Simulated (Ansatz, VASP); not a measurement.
# CdF2: VASP beside Ansatz

INCAR

```
PREC     = Accurate       # precision mode
ENCUT    = 520            # plane-wave cutoff, eV
EDIFF    = 1E-6           # SCF threshold, eV
ISMEAR   = 1              # smearing method
SIGMA    = 0.001          # smearing width, eV
LREAL    = False          # projectors in reciprocal space
LASPH    = True           # aspherical terms in the spheres
NELM     = 60             # most SCF steps
ALGO     = Normal         # electronic algorithm
ISIF     = 2              # what is computed and relaxed
LWAVE    = False          # write WAVECAR
LCHARG   = False          # write CHGCAR
GGA      = PE             # functional
NBANDS   = 20             # bands
```

The input KPOINTS:

```
regular mesh
0
Gamma
  6 6 6
```

File POSCAR:

```
CdF2
1.0
    0.0000000000      2.6941776810      2.6941776810
    2.6941776810      0.0000000000      2.6941776810
    2.6941776810      2.6941776810      0.0000000000
Cd F
1 2
Direct
    0.0000000000      0.0000000000      0.0000000000
    0.2500000000      0.2500000000      0.2500000000
    0.7500000000      0.7500000000      0.7500000000
```

Input for Ansatz:

```yaml
crystal:
  lattice:
    - [0.0, 2.694177681, 2.694177681]
    - [2.694177681, 0.0, 2.694177681]
    - [2.694177681, 2.694177681, 0.0]
  atoms:
    - { symbol: Cd, position: [0.0, 0.0, 0.0] }
    - { symbol: F, position: [0.25, 0.25, 0.25] }
    - { symbol: F, position: [0.75, 0.75, 0.75] }
kpoints:
  mp_grid: { grid: [6, 6, 6] }
hamiltonian:
  xc: pbe
scf:
  occupations: { method: methfessel_paxton, width: 0.001 }
  n_extra_bands: 4
output:
  forces: true
  stress: true
  eigenvalues: true
```

Alike in both runs: task single point; functional PBE; k mesh 6 × 6 × 6; occupations methfessel-paxton of order 1, width 0.001 eV; no spin polarisation.

```csv
,VASP,Ansatz
version,VASP 6.6.1,Ansatz 0.2.0
potentials or method,"VASP PAW PBE potentials, release 64 (Cd, F)",plane waves
plane-wave cutoff (eV),520,420
valence electrons in the cell,26,34
```

```tsv
	VASP	Ansatz	Ansatz less VASP
gap on the k mesh at the Fermi level (eV)	3.09	3.12	+0.033
pressure (GPa)	6.2	5.4	-0.75
```

The functional is the same, so the differences come from potentials, cutoffs and numerics. VASP's potentials hold 26 valence electrons a cell and Ansatz's 34, so a difference there can come from the potentials and not from the codes.
